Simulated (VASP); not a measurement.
# Y (Pm-3m) in VASP: a series of runs, part 2 of 2

VASP 6.6.1.

### 3 Single point, r2SCAN

This run uses another cell than the first one, of 22.91 Å³/atom, 1.103 times its volume.

Input file POSCAR:

```
Y
1.0
    2.8399484508      0.0000000000      0.0000000000
    0.0000000000      2.8399484508      0.0000000000
    0.0000000000      0.0000000000      2.8399484508
Y
1
Direct
    0.0000000000      0.0000000000      0.0000000000
```

Input file INCAR.step1:

```
  ALGO = Normal
  EDIFF = 1E-4
  ENCUT = 520
  GGA = PE
  ISMEAR = -1
  LASPH = T
  LCHARG = F
  LREAL = F
  LWAVE = T
  NBANDS = 12
  NELM = 100
  PREC = Accurate
  SIGMA = 0.05
```

Input file INCAR.step2:

```
  ALGO = Normal
  EDIFF = 1E-6
  ENCUT = 520
  ISIF = 2
  ISMEAR = -1
  ISTART = 1
  LASPH = T
  LCHARG = F
  LMIXTAU = T
  LREAL = F
  LWAVE = F
  METAGGA = R2SCAN
  NBANDS = 12
  NELM = 100
  PREC = Accurate
  SIGMA = 0.05
```

Input file KPOINTS:

```
k-points
0
Gamma
  7 7 7
```

Potentials or basis: VASP PAW PBE potentials, release 64 (Y_sv).

Started as:

```sh
> cat potpaw_PBE.64/Y_sv/POTCAR > POTCAR
> cp INCAR.step1 INCAR
> mpirun -np 1 vasp_std > vasp.out
> cp INCAR.step2 INCAR
> mpirun -np 1 vasp_std > vasp.out
```

OUTCAR:

```text
EDIFF = 1E-6
   ENCUT = 520
   ISIF = 2
   ISMEAR = -1
   ISTART = 1
   LASPH = T
   LREAL = F
   METAGGA = R2SCAN
   NELM = 100
   PREC = Accurate

 ion  position               nearest neighbor table
   1  0.000  0.000  0.000-

  LATTYP: Found a simple cubic cell.
 ALAT       =     2.8399484508

  Lattice vectors:

 A1 = (   2.8399484508,   0.0000000000,   0.0000000000)
 A2 = (   0.0000000000,   2.8399484508,   0.0000000000)
 A3 = (   0.0000000000,   0.0000000000,   2.8399484508)

Analysis of symmetry for initial positions (statically):
=====================================================================
 Subroutine PRICEL returns:
 Original cell was already a primitive cell.

 Routine SETGRP: Setting up the symmetry group for a
 simple cubic supercell.

 Subroutine GETGRP returns: Found 48 space group operations
 (whereof 48 operations were pure point group operations)
 out of a pool of 48 trial point group operations.

The static configuration has the point symmetry O_h .

Analysis of symmetry for dynamics (positions and initial velocities):
=====================================================================
 Subroutine PRICEL returns:
 Original cell was already a primitive cell.

 Routine SETGRP: Setting up the symmetry group for a
 simple cubic supercell.

 Subroutine GETGRP returns: Found 48 space group operations
 (whereof 48 operations were pure point group operations)
 out of a pool of 48 trial point group operations.

The dynamic configuration has the point symmetry O_h .

 Subroutine INISYM returns: Found 48 space group operations
 (whereof 48 operations are pure point group operations),
 and found     1 'primitive' translations

[... 109 lines left out ...]
  Fermi-wavevector in a.u.,A,eV,Ry     =   1.282021  2.422669 22.362248  1.643579
  Thomas-Fermi vector in A             =   2.414357
   LORBIT       =      0    0 simple, 1 ext, 2 COOP (PROOUT), +10 PAW based schemes
   METAGGA = R2SCAN    functional components
   LHFCALC =     F    Hartree Fock is set to
   AEXX    =    0.0000 exact exchange contribution
   IVDW    =     0    specifies the selected vdW correction
   LEPSILON=     F    determine dielectric tensor
   LRPA    =     F    only Hartree local field effects (RPA)
 non-spin polarized calculation
  energy-cutoff  :      520.00
  volume of cell :       22.91
 maximum number of plane-waves:       627
 NGX is ok and might be reduce to    24
   NGX = 11   NGY = 11   NGZ = 11

 number of electron      11.0000000 magnetization

 Free energy of the ion-electron system (eV)
  ---------------------------------------------------
  ext. energy  EPLUGINS =         0.00000000
  ---------------------------------------------------
  free energy    TOTEN  =       -18.82461142 eV

  energy without entropy =      -18.80019065  energy(sigma->0) =      -18.81240103

 E-fermi :   5.1584     XC(G=0): -11.6570

 val. band max:        5.1364092838   @ k =   0.4286   0.4286   0.2857
 cond. band min:       5.2397438232   @ k =   0.4286   0.2857   0.0000
 fundamental gap:      0.1033345394
 Fermi energy:         5.1584279778

 k-point     1 :       0.0000    0.0000    0.0000
  band No.  band energies     occupation
      1     -39.0780      2.00000
      2     -17.3158      2.00000
      3     -17.3158      2.00000
      4     -17.3158      2.00000
      5       0.2108      2.00000
      6       3.8956      2.00000
      7       3.8956      2.00000
      8      13.2310      0.00000
      9      13.2310      0.00000
     10      13.2310      0.00000
     11      19.4367      0.00000
     12      19.4367      0.00000
[... 271 lines left out ...]
 k-point    20 :       0.4286    0.4286    0.4286
  band No.  band energies     occupation
      1     -38.2027      2.00000
      2     -18.7832      2.00000
      3     -18.7649      2.00000
      4     -18.7649      2.00000
      5       3.4098      2.00000
      6       3.8510      2.00000
      7       3.8510      2.00000
      8      11.9107      0.00000
      9      14.4145      0.00000
     10      14.4145      0.00000
     11      17.4557      0.00000
     12      20.7637      0.00000

------------------------ aborting loop because EDIFF is reached ----------------------------------------

  FORCE on cell =-STRESS in cart. coord.  units (eV):
  Direction    XX          YY          ZZ          XY          YZ          ZX
  --------------------------------------------------------------------------------------
  -------------------------------------------------------------------------------------
  Total        2.8946493      2.8946493      2.8946493      0.0000000      0.0000000      0.0000000
  in kB      202.4767524    202.4767524    202.4767524      0.0000000      0.0000000      0.0000000
  external PRESSURE =     202.4767524 kB  Pullay stress =       0.0000000 kB

 VOLUME and BASIS-vectors are now :
 -----------------------------------------------------------------------------
  energy-cutoff  :      520.00
  volume of cell :       22.91
      direct lattice vectors                 reciprocal lattice vectors
     2.839948451  0.000000000  0.000000000     0.352119067  0.000000000  0.000000000
     0.000000000  2.839948451  0.000000000     0.000000000  0.352119067  0.000000000
     0.000000000  0.000000000  2.839948451     0.000000000  0.000000000  0.352119067

 POSITION                                       TOTAL-FORCE (eV/Angst)
 -----------------------------------------------------------------------------------
      0.00000      0.00000      0.00000         0.000000      0.000000      0.000000
 -----------------------------------------------------------------------------------
    total drift:                                0.000000      0.000000      0.000000

  FREE ENERGIE OF THE ION-ELECTRON SYSTEM (eV)
  ---------------------------------------------------
  free  energy   TOTEN  =       -18.8246114152 eV

  energy  without entropy=      -18.8001906494  energy(sigma->0) =      -18.81240103
```

OUTCAR.step1:

```text
EDIFF = 1E-4
   ENCUT = 520
   GGA = PE
   ISMEAR = -1
   LASPH = T
   LREAL = F
[... 507 lines left out ...]

 POSITION                                       TOTAL-FORCE (eV/Angst)
 -----------------------------------------------------------------------------------
      0.00000      0.00000      0.00000         0.000000      0.000000      0.000000
 -----------------------------------------------------------------------------------
    total drift:                               -0.000000      0.000000      0.000000

  FREE ENERGIE OF THE ION-ELECTRON SYSTEM (eV)
  ---------------------------------------------------
  free  energy   TOTEN  =        -5.0219594482 eV

  energy  without entropy=       -4.9978466365  energy(sigma->0) =       -5.00990304
```

OSZICAR.step1:

```text
N       E                     dE             d eps       ncg     rms          rms(c)
DAV:   1     0.293608531911E+02    0.29361E+02   -0.59079E+03   480   0.873E+02
DAV:   2    -0.397484039463E+01   -0.33336E+02   -0.32110E+02   576   0.180E+02
DAV:   3    -0.512900163989E+01   -0.11542E+01   -0.11375E+01   620   0.225E+01
DAV:   4    -0.514981696831E+01   -0.20815E-01   -0.20789E-01   576   0.287E+00
DAV:   5    -0.515011642832E+01   -0.29946E-03   -0.29944E-03   588   0.269E-01    0.254E+01
DAV:   6    -0.501761478255E+01    0.13250E+00   -0.18251E-01   564   0.272E+00    0.151E+01
DAV:   7    -0.502225517220E+01   -0.46404E-02   -0.21137E-01   624   0.276E+00    0.151E+00
DAV:   8    -0.502207650246E+01    0.17867E-03   -0.33101E-02   520   0.145E+00    0.413E-01
DAV:   9    -0.502198583727E+01    0.90665E-04   -0.10918E-03   536   0.292E-01    0.143E-01
DAV:  10    -0.502195944817E+01    0.26389E-04   -0.69424E-05   444   0.781E-02
   1 F= -.50219594E+01 E0= -.50099030E+01  d E =-.241128E-01
```

Run time: 23 s. Hardware: 1 thread of Intel Xeon Platinum 8488C (Sapphire Rapids), shared host; peak memory 0.15 GiB.

Results:

| Item | Value |
| --- | --- |
| Free energy | -18.8246 eV |
| Pressure | 20.2 GPa |

Caveat: the PAW data sets were made with another functional, which shifts forces and pressure a little.

### 4 Single point, r2SCAN

This run uses another cell than the first one, of 26.90 Å³/atom, 1.296 times its volume.

Input file POSCAR:

```
Y
1.0
    2.9961720995      0.0000000000      0.0000000000
    0.0000000000      2.9961720995      0.0000000000
    0.0000000000      0.0000000000      2.9961720995
Y
1
Direct
    0.0000000000      0.0000000000      0.0000000000
```

Input file INCAR.step1:

```
SYSTEM = Y
PREC = Accurate ; ENCUT = 520
ISMEAR = -1 ; SIGMA = 0.05
LREAL = .False. ; LASPH = .True.
NELM = 100 ; NBANDS = 12
GGA = PE ; ALGO = Normal
EDIFF = 1E-4 ; LWAVE = .True.
LCHARG = .False.
```

Input file INCAR.step2:

```
SYSTEM = Y
PREC = Accurate ; ENCUT = 520
EDIFF = 1E-6 ; ISMEAR = -1
SIGMA = 0.05 ; LREAL = .False.
LASPH = .True. ; NELM = 100
ALGO = Normal ; ISIF = 2
LWAVE = .False. ; LCHARG = .False.
METAGGA = R2SCAN ; LMIXTAU = .True.
NBANDS = 12 ; ISTART = 1
```

Input file KPOINTS:

```
Automatic mesh
0
Gamma
  7 7 7
  0 0 0
```

Started as:

```sh
> cat potpaw_PBE.64/Y_sv/POTCAR > POTCAR
> cp INCAR.step1 INCAR
> mpirun -np 1 vasp_std > vasp.out
> cp INCAR.step2 INCAR
> mpirun -np 1 vasp_std > vasp.out
```

It took 23 s on 1 thread of Intel Xeon Platinum 8488C (Sapphire Rapids), shared host; peak memory 0.15 GiB.

It converged, with:

* Free energy: -19.1955 eV
* Pressure: 10.1 GPa

Levels at points of the mesh, in eV from the Fermi level:
```tsv
k point	band 4	band 5	band 6	band 7	band 8	band 9
(0.00, 0.00, 0.00)	-22.96	-5.04	-1.02	-1.02	6.94	6.94
```

Caveat: the PAW data sets were made with another functional, which shifts forces and pressure a little.

### 5 Single point, r2SCAN

This run uses another cell than the first one, of 34.77 Å³/atom, 1.675 times its volume.

Input file POSCAR:

```
Y
1.0
    3.2640298123      0.0000000000      0.0000000000
    0.0000000000      3.2640298123      0.0000000000
    0.0000000000      0.0000000000      3.2640298123
Y
1
Direct
    0.0000000000      0.0000000000      0.0000000000
```

Input file INCAR.step1:

```
ALGO = Normal
EDIFF = 1E-4
ENCUT = 520
GGA = PE
ISMEAR = -1
LASPH = True
LCHARG = False
LREAL = False
LWAVE = True
NBANDS = 12
NELM = 60
PREC = Accurate
SIGMA = 0.05
```

Input file INCAR.step2:

```
ALGO = Normal
EDIFF = 1E-6
ENCUT = 520
ISIF = 2
ISMEAR = -1
ISTART = 1
LASPH = True
LCHARG = False
LMIXTAU = True
LREAL = False
LWAVE = False
METAGGA = R2SCAN
NBANDS = 12
NELM = 60
PREC = Accurate
SIGMA = 0.05
```

Input file KPOINTS:

```
k-points
0
Gamma
  7 7 7
```

Started as:

```sh
> cat potpaw_PBE.64/Y_sv/POTCAR > POTCAR
> cp INCAR.step1 INCAR
> mpirun -np 1 vasp_std > vasp.out
> cp INCAR.step2 INCAR
> mpirun -np 1 vasp_std > vasp.out
```

It took 26 s on 1 thread of Intel Xeon Platinum 8488C (Sapphire Rapids), shared host; peak memory 0.15 GiB.

It converged, with:

| Quantity | Value |
| --- | --- |
| Free energy | -19.4151 eV |
| Pressure | 0.1 GPa |

Levels at points of the mesh, in eV from the Fermi level:
| k point | band 2 | band 3 | band 4 | band 5 | band 6 | band 7 | band 8 | band 9 | band 10 | band 11 |
| --- | --- | --- | --- | --- | --- | --- | --- | --- | --- | --- |
| (0.00, 0.00, 0.00) | -23.71 | -23.71 | -23.71 | -4.82 | -0.63 | -0.63 | 5.40 | 5.40 | 5.40 | 10.54 |

Caveat: the PAW data sets were made with another functional, which shifts forces and pressure a little.

### 6 Relaxation of cell and atoms, r2SCAN

This run uses another cell than the first one, of 36.26 Å³/atom, 1.747 times its volume.

Input file POSCAR:

```
Y
1.0
    3.3100000000      0.0000000000      0.0000000000
    0.0000000000      3.3100000000      0.0000000000
    0.0000000000      0.0000000000      3.3100000000
Y
1
Direct
    0.0000000000      0.0000000000      0.0000000000
```

Input file INCAR.step1:

```
SYSTEM = Y
PREC     = Accurate       ! precision mode
ENCUT    = 600            ! plane-wave cutoff, eV
ISMEAR   = -1             ! smearing method
SIGMA    = 0.05           ! smearing width, eV
LREAL    = .False.        ! projectors in reciprocal space
LASPH    = .True.         ! aspherical terms in the spheres
NELM     = 100            ! most SCF steps
GGA      = PE             ! functional
ALGO     = Normal         ! electronic algorithm
EDIFF    = 1E-4           ! SCF threshold, eV
LWAVE    = .True.         ! write WAVECAR
LCHARG   = .False.        ! write CHGCAR
```

Input file INCAR.step2:

```
SYSTEM = Y
PREC     = Accurate       ! precision mode
ENCUT    = 600            ! plane-wave cutoff, eV
EDIFF    = 1E-6           ! SCF threshold, eV
ISMEAR   = -1             ! smearing method
SIGMA    = 0.05           ! smearing width, eV
LREAL    = .False.        ! projectors in reciprocal space
LASPH    = .True.         ! aspherical terms in the spheres
NELM     = 100            ! most SCF steps
ALGO     = Normal         ! electronic algorithm
ISIF     = 3              ! what is computed and relaxed
LWAVE    = .False.        ! write WAVECAR
LCHARG   = .False.        ! write CHGCAR
METAGGA  = R2SCAN         ! meta-GGA
LMIXTAU  = .True.       
IBRION   = 2              ! ionic algorithm
NSW      = 80             ! ionic steps
EDIFFG   = -0.01          ! ionic threshold
ISTART   = 1
```

Input file KPOINTS:

```
regular mesh
0
Gamma
  7 7 7
  0 0 0
```

Potentials or basis: VASP PAW PBE potentials, release 64 (Y_sv).

Started as:

```sh
> cat potpaw_PBE.64/Y_sv/POTCAR > POTCAR
> cp INCAR.step1 INCAR
> mpirun -np 1 vasp_std > vasp.out
> cp INCAR.step2 INCAR
> mpirun -np 1 vasp_std > vasp.out
```

Run time: 1.7 min. Hardware: 1 thread of Intel Xeon Platinum 8488C (Sapphire Rapids), shared host; peak memory 0.18 GiB.

Results (log left out):

```
Free energy                            : -19.4157 eV
Relaxed volume                         : 34.88 Å³/atom
Relaxed cell                           : a = 3.267 Å, b = 3.267 Å, c = 3.267 Å, α = 90.00°, β = 90.00°, γ = 90.00°
Space group after relaxing (to 0.05 Å) : Pm-3m (No. 221)
Energy gained by relaxing              : 4.3 meV/atom
Ionic steps                            : 5
Pressure after relaxing                : 0.0 GPa
```

Step by step:
| step | energy change (eV) | largest force (eV/Å) | pressure (GPa) | volume (Å³) |
| --- | --- | --- | --- | --- |
| 1 | 0.0000 | 0.0000 | -0.92 | 36.26 |
| 2 | -0.0040 | 0.0000 | -0.20 | 35.19 |
| 3 | -0.0042 | 0.0000 | -0.07 | 34.98 |
| 4 | -0.0040 | 0.0000 | 0.25 | 34.56 |
| 5 | -0.0043 | 0.0000 | -0.01 | 34.88 |

Final structure:
```xyz
1
Lattice="3.2674 0.0000 0.0000 0.0000 3.2674 0.0000 0.0000 0.0000 3.2674" Properties=species:S:1:pos:R:3 pbc="T T T"
Y     0.0000    0.0000    0.0000
```

Levels at points of the mesh, in eV from the Fermi level:
```
           k point  band 3  band 4  band 5  band 6  band 7  band 8  band 9
(0.00, 0.00, 0.00)  -23.71  -23.71   -4.81   -0.63   -0.63    5.39    5.39
```

Caveat: the PAW data sets were made with another functional, which shifts forces and pressure a little.

### 7 Overview

| task | cell | cutoff (eV) | gap on the mesh (eV) | pressure (GPa) |
| --- | --- | --- | --- | --- |
| single point | a = 2.748 Å, 1 atom | 520 | none | 30.3 |
| single point | a = 2.840 Å, 1 atom | 520 | none | 20.2 |
| single point | a = 2.996 Å, 1 atom | 520 | none | 10.1 |
| single point | a = 3.264 Å, 1 atom | 520 | none | 0.1 |
| relaxation of cell and atoms | relaxed from a = 3.310 Å, 1 atom | 600 | none | 0.0 |

Alike in all rows: level r2SCAN; potentials or basis VASP PAW PBE potentials, release 64 (Y_sv); no spin polarisation; k mesh 7 × 7 × 7; smearing fermi-dirac 0.05 eV.

Caveats: the PAW data sets were made with another functional, which shifts forces and pressure a little.

Total energies depend on the potentials used, so only differences within one code and one set of settings carry meaning.
